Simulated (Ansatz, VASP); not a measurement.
**TiB2 in VASP and in Ansatz**

```xyz
3
Lattice="3.0038 0.0000 0.0000 -1.5019 2.6014 0.0000 0.0000 0.0000 3.1808" Properties=species:S:1:pos:R:3 pbc="T T T"
Ti    0.0000    0.0000    0.0000
B     0.0000    1.7343    1.5904
B     1.5019    0.8671    1.5904
```

Alike in both runs: functional PBE; dispersion D3(BJ); k mesh 15 × 15 × 14; occupations gaussian, width 0.1 eV; no spin polarisation.

Ansatz relaxed the structure, and its values are those at the end. VASP's run is a single point on that final structure, the one shown.

|  | VASP | Ansatz |
| --- | --- | --- |
| version | VASP 6.6.1 | Ansatz 0.2.0 |
| potentials or method | VASP PAW PBE potentials, release 64 (Ti_sv, B), cutoff 500 eV | scalar-relativistic, plane waves, PAW |
| valence electrons in the cell | 18 | 18 |

|  | VASP | Ansatz | Ansatz less VASP |
| --- | --- | --- | --- |
| gap on the k mesh at the Fermi level (eV) | none | none | - |
| pressure (GPa) | 0.3 | 0.0 | -0.27 |

A gap of «none» marks a metal or a gap that the smearing closes.
